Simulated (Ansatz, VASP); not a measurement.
**TiAl3: VASP beside Ansatz**

The input INCAR:

```
  ALGO = Fast
  EDIFF = 1E-7
  ENCUT = 520
  GGA = PS
  ISIF = 2
  ISMEAR = 0
  LASPH = True
  LCHARG = False
  LREAL = False
  LWAVE = False
  NBANDS = 18
  NELM = 60
  PREC = Accurate
  SIGMA = 0.15
```

The input KPOINTS:

```
k-points
0
Gamma
  12 12 12
```

File POSCAR:

```
TiAl3
1.0
    4.0667951544      0.0000000000      0.0000000000
    0.0000000000      4.0667951544      0.0000000000
    0.0000000000      0.0000000000      4.0075699823
Ti Al
1 3
Direct
    0.0000000000      0.0000000000      0.0000000000
    0.5000000000      0.5000000000      0.0000000000
    0.5000000000      0.0000000000      0.5000000000
    0.0000000000      0.5000000000      0.5000000000
```

Input for Ansatz:

```yaml
crystal:
  lattice:
    - [4.0667951544, 0.0, 0.0]
    - [0.0, 4.0667951544, 0.0]
    - [0.0, 0.0, 4.0075699823]
  atoms:
    - { symbol: Ti, position: [0.0, 0.0, 0.0] }
    - { symbol: Al, position: [0.5, 0.5, 0.0] }
    - { symbol: Al, position: [0.5, 0.0, 0.5] }
    - { symbol: Al, position: [0.0, 0.5, 0.5] }
basis:
  ecutwfc: 420
kpoints:
  mp_grid: { grid: [12, 12, 12] }
hamiltonian:
  xc: pbesol
scf:
  occupations: { method: gaussian, width: 0.15 }
output:
  forces: true
  stress: true
  eigenvalues: true
```

Change from the starting cell: strain +0.030 along x and y, +0.015 along z, atoms carried along.

Alike in both runs: task single point; functional PBEsol; k mesh 12 × 12 × 12; occupations gaussian, width 0.15 eV; no spin polarisation.

|  | VASP | Ansatz |
| --- | --- | --- |
| version | VASP 6.6.1 | Ansatz 0.2.0 |
| potentials or method | VASP PAW PBE potentials, release 64 (Ti_sv, Al), cutoff 520 eV | scalar-relativistic, plane waves, PAW |
| valence electrons in the cell | 21 | 21 |

Ansatz gave:

```
gap on the k mesh at the Fermi level (eV)                     : none
pressure (GPa)                                                : -7.1
traceless stress, the component that is largest in VASP (GPa) : 0.99
```

Task: What did VASP give for the same quantities?

Result: gap on the k mesh at the Fermi level (eV): none; pressure (GPa): -7.0; traceless stress, the component that is largest in VASP (GPa): 1.00.

VASP's potentials were made for PBE, not for PBEsol. A gap of «none» marks a metal or a gap that the smearing closes.
